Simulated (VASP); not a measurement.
Ta3TiSi8: single point with PBE

Crystal: Ta3TiSi8.

```
Ti Ta Si
1.0
     4.83537   -0.00195    0.00698
     1.19677    4.81377   -0.00472
     1.24477    1.20982    7.51604
Ti Ta Si
1 3 8
Direct
  0.75075 0.75035 0.25045
  0.87413 0.87556 0.62524
  0.37548 0.37461 0.12469
  0.24919 0.24964 0.74946
  0.39716 0.70037 0.79884
  0.88433 0.20567 0.29498
  0.85715 0.54836 0.95609
  0.36201 0.04516 0.45020
  0.73095 0.42540 0.57361
  0.22749 0.92209 0.07906
  0.77067 0.07366 0.92603
  0.27068 0.57913 0.42134
```

- Program: VASP 6.6.1
- Task: single point
- Functional: PBE
- Potentials or basis: VASP PAW PBE potentials, release 64 (Ti_sv, Ta_pv, Si)
- Cutoff: 520 eV
- k mesh: 8 × 8 × 6
- Occupations: fermi-dirac, width 0.15 eV
- Spin: no spin polarisation

```json
{"Pressure": "0.1 GPa", "Largest force": "0.006 eV/Å", "Band gap on the k mesh": "zero (an odd number of electrons rules out a gap without spin polarisation)"}
```

Forces on the atoms (eV/Å):
```
Ti   0.000 -0.001  0.000
Ta  -0.001 -0.001 -0.002
Ta   0.001  0.001  0.002
Ta   0.000  0.000 -0.001
Si   0.003 -0.001  0.001
Si   0.000  0.000  0.000
Si  -0.002  0.003  0.002
Si   0.000 -0.003 -0.003
Si  -0.003  0.002 -0.005
Si  -0.005  0.000  0.001
Si   0.004 -0.003  0.004
Si   0.004  0.001  0.000
```

Levels at points of the mesh, in eV from the Fermi level:
| k point | band 35 | band 36 | band 37 | band 38 | band 39 | band 40 | band 41 | band 42 |
| --- | --- | --- | --- | --- | --- | --- | --- | --- |
| (0.00, 0.00, 0.00) | -2.01 | -1.78 | -0.95 | -0.69 | 0.21 | 0.83 | 0.92 | 1.96 |
| (0.50, 0.00, 0.00) | -2.04 | -1.85 | -1.55 | -0.16 | -0.13 | 0.95 | 0.98 | 1.96 |
| (0.00, 0.50, 0.00) | -1.78 | -1.71 | -1.53 | -0.51 | -0.48 | 0.45 | 0.52 | 1.18 |
| (0.50, 0.50, 0.00) | -1.52 | -0.96 | -0.68 | -0.08 | -0.07 | 0.22 | 0.83 | 0.92 |
| (0.00, 0.00, 0.50) | -1.94 | -1.80 | -1.67 | -1.51 | -1.28 | 1.04 | 1.06 | 2.17 |
| (0.50, 0.00, 0.50) | -1.92 | -0.95 | -0.70 | 0.20 | 0.63 | 0.67 | 0.84 | 0.92 |
| (0.00, 0.50, 0.50) | -1.71 | -0.97 | -0.70 | -0.17 | -0.11 | 0.21 | 0.83 | 0.92 |
| (0.50, 0.50, 0.50) | -0.96 | -0.80 | -0.61 | -0.08 | 0.03 | 0.21 | 0.40 | 1.05 |

Wall time 46 min on 4 MPI ranks on Oxide Virtual Turin-like Processor, with other jobs on the host, peak memory 1.3 GiB a rank.

Caveat: spin-orbit coupling is left out, which moves the levels of the heavy elements; an odd number of electrons without spin polarisation forces a metal; a magnetic or distorted state may lie lower.
